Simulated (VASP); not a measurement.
# SiO2 (P6_422) in VASP: further runs, part 2 of 2

VASP 6.6.1.

## 3. Single point, r2SCAN (strain -0.015 along x and y, -0.015 along z)

POSCAR

```
SiO2
1.0
    4.9837826479      0.0000000000      0.0000000000
   -2.4918913239      4.3160823800      0.0000000000
    0.0000000000      0.0000000000      5.4579692986
Si O
3 6
Direct
    0.0000000000      0.5000000000      0.3333333333
    0.5000000000      0.5000000000      0.6666666667
    0.5000000000      0.0000000000      0.0000000000
    0.5834989535      0.7917494768      0.8333333333
    0.7917494768      0.5834989535      0.5000000000
    0.7917494768      0.2082505232      0.1666666667
    0.4165010465      0.2082505232      0.8333333333
    0.2082505232      0.4165010465      0.5000000000
    0.2082505232      0.7917494768      0.1666666667
```

INCAR.step1

```
PREC = Accurate
ENCUT = 520
ISMEAR = 0
SIGMA = 0.05
LREAL = False
LASPH = True
NELM = 100
NBANDS = 34
GGA = PE
ALGO = Normal
EDIFF = 1E-4
LWAVE = True
LCHARG = False
```

INCAR.step2

```
PREC = Accurate
ENCUT = 520
EDIFF = 1E-6
ISMEAR = 0
SIGMA = 0.05
LREAL = False
LASPH = True
NELM = 100
ALGO = Normal
ISIF = 2
LWAVE = False
LCHARG = False
METAGGA = R2SCAN
LMIXTAU = True
NBANDS = 34
ISTART = 1
```

KPOINTS

```
Automatic mesh
0
Gamma
  6 6 4
```

Potentials or basis: VASP PAW PBE potentials, release 64 (Si, O).

Run with:

```bash
$ cat potpaw_PBE.64/Si/POTCAR potpaw_PBE.64/O/POTCAR > POTCAR
$ cp INCAR.step1 INCAR
$ mpirun -np 1 vasp_std > vasp.out
$ cp INCAR.step2 INCAR
$ mpirun -np 1 vasp_std > vasp.out
```

OUTCAR:

```text
PREC = Accurate
   ENCUT = 520
   EDIFF = 1E-6
   ISMEAR = 0
   LREAL = False
   LASPH = True
   NELM = 100
   ISIF = 2
   METAGGA = R2SCAN
   ISTART = 1

 ion  position               nearest neighbor table
   1  0.000  0.500  0.333-   6 1.58   9 1.58   8 1.58   5 1.58   3 3.09   3 3.09   2 3.09   2 3.09

   2  0.500  0.500  0.667-   4 1.58   7 1.58   5 1.58   8 1.58   3 3.09   3 3.09   1 3.09   1 3.09

   3  0.500  0.000  0.000-   4 1.58   7 1.58   6 1.58   9 1.58   2 3.09   2 3.09   1 3.09   1 3.09

   4  0.583  0.792  0.833-   3 1.58   2 1.58
   5  0.792  0.583  0.500-   1 1.58   2 1.58
   6  0.792  0.208  0.167-   1 1.58   3 1.58
   7  0.417  0.208  0.833-   3 1.58   2 1.58
   8  0.208  0.417  0.500-   1 1.58   2 1.58
   9  0.208  0.792  0.167-   1 1.58   3 1.58

  LATTYP: Found a hexagonal cell.
 ALAT       =     4.9837826479
 C/A-ratio  =     1.0951459332

  Lattice vectors:

 A1 = (   4.9837826479,   0.0000000000,   0.0000000000)
 A2 = (  -2.4918913239,   4.3160823800,   0.0000000000)
 A3 = (   0.0000000000,   0.0000000000,   5.4579692986)

Analysis of symmetry for initial positions (statically):
=====================================================================
 Subroutine PRICEL returns:
 Original cell was already a primitive cell.

 Routine SETGRP: Setting up the symmetry group for a
 hexagonal supercell.

 Subroutine GETGRP returns: Found 12 space group operations
 (whereof  4 operations were pure point group operations)
 out of a pool of 24 trial point group operations.

The static configuration has the point symmetry D_2 .
 The point group associated with its full space group is D_6 .

Analysis of symmetry for dynamics (positions and initial velocities):
=====================================================================
 Subroutine PRICEL returns:
 Original cell was already a primitive cell.

 Routine SETGRP: Setting up the symmetry group for a
 hexagonal supercell.

 Subroutine GETGRP returns: Found 12 space group operations
 (whereof  4 operations were pure point group operations)
 out of a pool of 24 trial point group operations.

The dynamic configuration has the point symmetry D_2 .
 The point group associated with its full space group is D_6 .

 Subroutine INISYM returns: Found 12 space group operations
 (whereof  4 operations are pure point group operations),
 and found     1 'primitive' translations

----------------------------------------------------------------------------------------

                                     Primitive cell

  volume of cell :     117.4032

  direct lattice vectors                    reciprocal lattice vectors
     4.983782648  0.000000000  0.000000000     0.200650805  0.115845796  0.000000000
    -2.491891324  4.316082380  0.000000000     0.000000000  0.231691593  0.000000000
     0.000000000  0.000000000  5.457969299     0.000000000  0.000000000  0.183218326

  length of vectors
     4.983782648  4.983782648  5.457969299     0.231691593  0.231691593  0.183218326

  position of ions in fractional coordinates (direct lattice)
[... 51 lines left out ...]
  0.166667  0.000000  0.000000      6.000000
  0.333333  0.000000  0.000000      6.000000
  0.500000  0.000000  0.000000      3.000000
  0.166667  0.166667  0.000000      6.000000
  0.333333  0.166667  0.000000     12.000000
[... 13 lines left out ...]
  0.333333  0.166667  0.500000     12.000000
  0.333333  0.333333  0.500000      2.000000
   k-points           NKPTS =     21   k-points in BZ     NKDIM =     21   number of bands    NBANDS=     34
   number of dos      NEDOS =    301   number of ions     NIONS =      9
   total plane-waves  NPLWV =  67200
   dimension x,y,z NGX =    40 NGY =   40 NGZ =   42
   dimension x,y,z NGXF=    80 NGYF=   80 NGZF=   84
   ions per type =               3   6
   NGX,Y,Z   is equivalent  to a cutoff of  13.34, 13.34, 12.79 a.u.
   NGXF,Y,Z  is equivalent  to a cutoff of  26.69, 26.69, 25.59 a.u.
 SYSTEM =  unknown system
   PREC   = accura    normal or accurate (medium, high low for compatibility)
   ISTART =      1    job   : 0-new  1-cont  2-samecut
   ICHARG =      0    charge: 1-file 2-atom 10-const
   ISPIN  =      1    spin polarized calculation?
   LNONCOLLINEAR =      F non collinear calculations
   LSORBIT =      F    spin-orbit coupling
   LASPH  =      T    aspherical Exc in radial PAW
   ENCUT  =  520.0 eV  38.22 Ry    6.18 a.u.   9.27  9.27 10.15*2*pi/ulx,y,z
   NELM   =    100;   NELMIN=  2; NELMDL=  0     # of ELM steps
   EDIFF  = 0.1E-05   stopping-criterion for ELM
   LREAL  =      F    real-space projection
   EDIFFG = 0.1E-04   stopping-criterion for IOM
   NSW    =      0    number of steps for IOM
   IBRION =     -1    ionic relax: 0-MD 1-quasi-New 2-CG
   NFREE  =      0    steps in history (QN), initial steepest desc. (CG)
   ISIF   =      2    stress and relaxation
   ISYM   =      2    0-nonsym 1-usesym 2-fastsym
   POTIM  = 0.5000    time-step for ionic-motion
   TEBEG  =    0.0;   TEEND  =   0.0 temperature during run
   PSTRESS=    0.0 pullay stress
   NELECT =      48.0000    total number of electrons
   NUPDOWN=      -1.0000    fix difference up-down
   EMIN   =  10.00;   EMAX   =-10.00  energy-range for DOS
   EFERMI =   0.00;   METHOD = LEGACY
   ISMEAR =     0;   SIGMA  =   0.05  broadening in eV -4-tet -1-fermi 0-gaus
   EFERMI_NEDOS =   21; number of points for ismear=-14 and -15
   IALGO  =     38    algorithm
   IMIX   =      4    mixing-type and parameters
     AMIX     =   0.40;   BMIX     =  1.00
     AMIX_MAG =   1.60;   BMIX_MAG =  1.00
  volume/ion in A,a.u.               =      13.04        88.03
  Fermi-wavevector in a.u.,A,eV,Ry     =   1.215053  2.296118 20.087018  1.476354
  Thomas-Fermi vector in A             =   2.350453
   LORBIT       =      0    0 simple, 1 ext, 2 COOP (PROOUT), +10 PAW based schemes
   METAGGA = R2SCAN    functional components
   LHFCALC =     F    Hartree Fock is set to
   AEXX    =    0.0000 exact exchange contribution
   IVDW    =     0    specifies the selected vdW correction
   LEPSILON=     F    determine dielectric tensor
   LRPA    =     F    only Hartree local field effects (RPA)
 non-spin polarized calculation
 Gauss-broadening in eV      SIGMA  =   0.05
  energy-cutoff  :      520.00
  volume of cell :      117.40
 maximum number of plane-waves:      3182
 NGX is ok and might be reduce to    40
   NGX = 19   NGY = 19   NGZ = 21

 number of electron      48.0000001 magnetization

 Free energy of the ion-electron system (eV)
  ---------------------------------------------------
  ext. energy  EPLUGINS =         0.00000000
  ---------------------------------------------------
  free energy    TOTEN  =       -89.18801379 eV

  energy without entropy =      -89.18801379  energy(sigma->0) =      -89.18801379

 E-fermi :   0.6553     XC(G=0):  -9.4031

 val. band max:        0.4046679088   @ k =   0.5000   0.0000   0.0000
 cond. band min:       6.9130065189   @ k =   0.0000   0.0000   0.0000
 fundamental gap:      6.5083386101
 Fermi energy:         0.6552623907

 k-point     1 :       0.0000    0.0000    0.0000
  band No.  band energies     occupation
      1     -20.2659      2.00000
      2     -18.7314      2.00000
      3     -18.7314      2.00000
      4     -18.1171      2.00000
      5     -18.0637      2.00000
      6     -18.0637      2.00000
[... 766 lines left out ...]
     33      13.0377      0.00000
     34      13.0450      0.00000

------------------------ aborting loop because EDIFF is reached ----------------------------------------

  FORCE on cell =-STRESS in cart. coord.  units (eV):
  Direction    XX          YY          ZZ          XY          YZ          ZX
  --------------------------------------------------------------------------------------
  -------------------------------------------------------------------------------------
  Total        7.0048594      7.0048594      7.0899116      0.0000000      0.0000000      0.0000000
  in kB       95.5938814     95.5938814     96.7545717      0.0000000      0.0000000      0.0000000
  external PRESSURE =      95.9807781 kB  Pullay stress =       0.0000000 kB

 VOLUME and BASIS-vectors are now :
 -----------------------------------------------------------------------------
  energy-cutoff  :      520.00
  volume of cell :      117.40
      direct lattice vectors                 reciprocal lattice vectors
     4.983782648  0.000000000  0.000000000     0.200650805  0.115845796  0.000000000
    -2.491891324  4.316082380  0.000000000     0.000000000  0.231691593  0.000000000
     0.000000000  0.000000000  5.457969299     0.000000000  0.000000000  0.183218326

 POSITION                                       TOTAL-FORCE (eV/Angst)
 -----------------------------------------------------------------------------------
     -1.24595      2.15804      1.81932         0.000000     -0.000000     -0.000000
      1.24595      2.15804      3.63865         0.000000     -0.000000      0.000000
      2.49189      0.00000      0.00000         0.000000     -0.000000      0.000000
      0.93508      3.41726      4.54831         0.326217      0.188342     -0.000000
      2.49189      2.51843      2.72898         0.000000      0.376683     -0.000000
      3.42697      0.89883      0.90966         0.326217     -0.188342      0.000000
      1.55681      0.89883      4.54831        -0.326217     -0.188342     -0.000000
     -0.00000      1.79765      2.72898        -0.000000     -0.376683     -0.000000
     -0.93508      3.41726      0.90966        -0.326217      0.188342      0.000000
 -----------------------------------------------------------------------------------
    total drift:                                0.000000     -0.000000     -0.000001

  FREE ENERGIE OF THE ION-ELECTRON SYSTEM (eV)
  ---------------------------------------------------
  free  energy   TOTEN  =       -89.1880137868 eV

  energy  without entropy=      -89.1880137868  energy(sigma->0) =      -89.18801379
```

Run time: 10 min. Hardware: 1 thread of Intel Xeon Platinum 8259CL at 2.50GHz (Skylake/Cascade Lake), shared host; peak memory 0.29 GiB.

What came out:

```yaml
Free_energy: -89.1880 eV
Pressure: 9.6 GPa
Largest_force: 0.377 eV/Å
Band_gap_on_the_k_mesh: 6.51 eV (least direct gap 6.71 eV)
```

Forces in eV/Å, atoms in the order of the input:
```
Si   0.000  0.000  0.000
Si   0.000  0.000  0.000
Si   0.000  0.000  0.000
O    0.326  0.188  0.000
O    0.000  0.377  0.000
O    0.326 -0.188  0.000
O   -0.326 -0.188  0.000
O    0.000 -0.377  0.000
O   -0.326  0.188  0.000
```

Stress tensor (GPa, compression positive):
```
9.56 0.00 0.00
0.00 9.56 0.00
0.00 0.00 9.68
```

Caveat: the cell differs from its parent crystal (strain -0.015 along x and y, -0.015 along z); the cell stands under pressure; the PAW data sets were made with another functional, which shifts forces and pressure a little. A k mesh can miss the band edges.

## 4. Single point, r2SCAN (strain -0.030 along x and y, +0.030 along z)

POSCAR, as its differences from that of step 3:

```diff
@@ -2,5 +2,5 @@
 1.0
-    4.9837826479      0.0000000000      0.0000000000
-   -2.4918913239      4.3160823800      0.0000000000
-    0.0000000000      0.0000000000      5.4579692986
+    4.9078874806      0.0000000000      0.0000000000
+   -2.4539437403      4.2503552371      0.0000000000
+    0.0000000000      0.0000000000      5.7073181498
 Si O
```

INCAR.step1

```
SYSTEM = SiO2
ALGO = Normal
EDIFF = 1E-4
ENCUT = 520
GGA = PE
ISMEAR = 0
LASPH = .True.
LCHARG = .False.
LREAL = .False.
LWAVE = .True.
NBANDS = 34
NELM = 80
PREC = Accurate
SIGMA = 0.05
```

INCAR.step2

```
SYSTEM = SiO2
ALGO = Normal
EDIFF = 1E-6
ENCUT = 520
ISIF = 2
ISMEAR = 0
ISTART = 1
LASPH = .True.
LCHARG = .False.
LMIXTAU = .True.
LREAL = .False.
LWAVE = .False.
METAGGA = R2SCAN
NBANDS = 34
NELM = 80
PREC = Accurate
SIGMA = 0.05
```

KPOINTS

```
k-points
0
Gamma
  6 6 4
  0 0 0
```

Run with:

```bash
$ cat potpaw_PBE.64/Si/POTCAR potpaw_PBE.64/O/POTCAR > POTCAR
$ cp INCAR.step1 INCAR
$ mpirun -np 1 vasp_std > vasp.out
$ cp INCAR.step2 INCAR
$ mpirun -np 1 vasp_std > vasp.out
```

Wall time 8.4 min (1 thread of Intel Xeon Platinum 8259CL at 2.50GHz (Skylake/Cascade Lake), shared host); peak memory 0.29 GiB.

The run converged. Its results:

* Free energy: -89.2111 eV
* Pressure: 6.1 GPa
* Largest force: 0.319 eV/Å
* Band gap on the k mesh: 6.33 eV (least direct gap 6.42 eV)

Forces in eV/Å, atoms in the order of the input:
```
Si   0.000  0.000  0.000
Si   0.000  0.000  0.000
Si   0.000  0.000  0.000
O    0.276  0.160  0.000
O    0.000  0.319  0.000
O    0.276 -0.160  0.000
O   -0.276 -0.160  0.000
O    0.000 -0.319  0.000
O   -0.276  0.160  0.000
```

Stress tensor (GPa, compression positive):
```
7.57 0.00 0.00
0.00 7.57 0.00
0.00 0.00 3.13
```

Levels at points of the mesh, in eV from the valence-band top:
| k point | band 21 | band 22 | band 23 | band 24 | band 25 | band 26 | band 27 | band 28 |
| --- | --- | --- | --- | --- | --- | --- | --- | --- |
| (0.00, 0.00, 0.00) | -1.17 | -0.52 | -0.52 | -0.10 | 6.33 | 9.69 | 9.69 | 10.17 |
| (0.50, 0.00, 0.00) | -1.24 | -1.18 | -0.49 | -0.05 | 8.49 | 9.40 | 10.37 | 10.70 |
| (0.00, 0.00, 0.50) | -1.12 | -0.47 | 0.00 | 0.00 | 8.14 | 8.14 | 9.01 | 10.58 |
| (0.50, 0.00, 0.50) | -1.04 | -0.88 | -0.86 | -0.32 | 9.69 | 9.74 | 10.01 | 10.17 |

Caveat: the cell differs from its parent crystal (strain -0.030 along x and y, +0.030 along z); the cell stands under pressure; the PAW data sets were made with another functional, which shifts forces and pressure a little.

## 5. Summary

| cell | gap on the mesh (eV) | pressure (GPa) | largest force (eV/Å) |
| --- | --- | --- | --- |
| a = 4.908, b = 4.908, c = 5.624 Å, angles 90.0, 90.0, 120.0°, 9 atoms | 6.43 | 9.5 | 0.44 |
| a = 4.984, b = 4.984, c = 5.458 Å, angles 90.0, 90.0, 120.0°, 9 atoms | 6.51 | 9.6 | 0.38 |
| a = 4.908, b = 4.908, c = 5.707 Å, angles 90.0, 90.0, 120.0°, 9 atoms | 6.33 | 6.1 | 0.32 |

Alike in all rows: task single point; level r2SCAN; potentials or basis VASP PAW PBE potentials, release 64 (Si, O); no spin polarisation; k mesh 6 × 6 × 4; cutoff (eV) 520; smearing gaussian 0.05 eV.

Caveats: the cell stands under pressure; the PAW data sets were made with another functional, which shifts forces and pressure a little.

Absolute energies hang on the potentials; compare differences alone.
